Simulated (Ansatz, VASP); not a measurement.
## Ge in VASP and in Ansatz

```
Ge
1.0
    -1.68799    1.68799    1.68799
     1.68799   -1.68799    1.68799
     1.68799    1.68799   -1.68799
Ge
1
Direct
  0.00000 0.00000 0.00000
```

Alike in both runs: task relaxation of cell and atoms; functional PBE; k mesh 13 × 13 × 13; occupations fermi-dirac, width 0.1 eV; no spin polarisation.

|  | VASP | Ansatz |
| --- | --- | --- |
| version | VASP 6.6.1 | Ansatz 0.2.0 |
| potentials or method | VASP PAW PBE potentials, release 64 (Ge_d), cutoff 600 eV | plane waves (420 eV) with PAW, scalar-relativistic |
| valence electrons in the cell | 14 | 14 |

```tsv
	VASP	Ansatz	Ansatz less VASP
relaxed volume (Å³/atom)	19.36	19.33	-0.030
relaxed cell length with the largest relative difference (Å)	2.930	2.929	-0.0015
```
